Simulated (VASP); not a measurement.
Wanted: the native input for a VASP 6.6.1 run.

```yaml
Task: single point
Functional: r2SCAN
Potentials_or_basis: VASP PAW PBE potentials, release 64 (Ca_sv, Se)
Cutoff: 520 eV
k_mesh: 8 × 8 × 8
Occupations: fermi-dirac, width 0.02 eV
Spin: no spin polarisation
Dipole_correction: no
Further_INCAR_settings: ALGO = Normal; EDIFF = 1e-07; NBANDS = 15
```

Crystal: CaSe.

```xyz
2
Lattice="0.0000 3.0063 3.0063 3.0063 0.0000 3.0063 3.0063 3.0063 0.0000" Properties=species:S:1:pos:R:3 pbc="T T T"
Ca    0.0000    0.0000    0.0000
Se    3.0063    3.0063    3.0063
```

These files were run (other wordings do the same):

POSCAR

```
CaSe
1.0
    0.0000000000      3.0062741200      3.0062741200
    3.0062741200      0.0000000000      3.0062741200
    3.0062741200      3.0062741200      0.0000000000
Ca Se
1 1
Direct
    0.0000000000      0.0000000000      0.0000000000
    0.5000000000      0.5000000000      0.5000000000
```

INCAR.step1

```
  PREC = Accurate
  ENCUT = 520
  ISMEAR = -1
  SIGMA = 0.02
  LREAL = False
  LASPH = True
  NELM = 100
  NBANDS = 15
  GGA = PE
  ALGO = Normal
  EDIFF = 1E-4
  LWAVE = True
  LCHARG = False
```

INCAR.step2

```
  PREC = Accurate
  ENCUT = 520
  EDIFF = 1E-7
  ISMEAR = -1
  SIGMA = 0.02
  LREAL = False
  LASPH = True
  NELM = 100
  ALGO = Normal
  ISIF = 2
  LWAVE = False
  LCHARG = False
  METAGGA = R2SCAN
  LMIXTAU = True
  NBANDS = 15
  ISTART = 1
```

KPOINTS

```
Automatic mesh
0
Gamma
  8 8 8
```

Potentials or basis: VASP PAW PBE potentials, release 64 (Ca_sv, Se).

The run is started by

```bash
$ cat potpaw_PBE.64/Ca_sv/POTCAR potpaw_PBE.64/Se/POTCAR > POTCAR
$ cp INCAR.step1 INCAR
$ mpirun -np 1 vasp_std > vasp.out
$ cp INCAR.step2 INCAR
$ mpirun -np 1 vasp_std > vasp.out
```

Results of the run:

| Property | Result |
| --- | --- |
| Pressure | -1.7 GPa |
| Band gap on the k mesh | 2.60 eV (least direct gap 3.50 eV) |

Caveat: the PAW data sets were made with another functional, which shifts forces and pressure a little.

Wall time 77 s on 1 thread of AMD EPYC 9R45 96-Core Processor (Zen 5) (shared host), peak memory 0.16 GiB.
